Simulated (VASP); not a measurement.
Crystal: Co.

```xyz
4
Lattice="2.4706 0.0000 0.0000 -1.2353 2.1396 0.0000 0.0000 0.0000 8.0882" Properties=species:S:1:pos:R:3 pbc="T T T"
Co    0.0000    0.0000    0.0000
Co    0.0000    1.4264    2.0221
Co    0.0000    0.0000    4.0441
Co    1.2353    0.7132    6.0662
```

Base run:

| Property | Result |
| --- | --- |
| Program | VASP 6.6.1 |
| Functional | revPBE |
| Potentials or basis | VASP PAW PBE potentials, release 64 (Co) |
| Cutoff | 600 eV |
| k mesh | 10 × 10 × 3 |
| Occupations | fermi-dirac, width 0.15 eV |
| Spin | collinear spin, ferromagnetic start |
| Starting moments | [2.5, 2.5, 2.5, 2.5] μB |

Its results: pressure 8.3 GPa; net moment 6.53 μB per cell; site moments Co +1.65 μB.

Question: The run is repeated on the same cell with these changes: functional from revPBE to BLYP. What comes out?

Answer: Pressure 13.8 GPa; net moment 6.35 μB per cell; site moments Co +1.59, +1.60 (each value once) μB.

Caveats: the cell stands under pressure; the PAW data sets were made with another functional, which shifts forces and pressure a little.
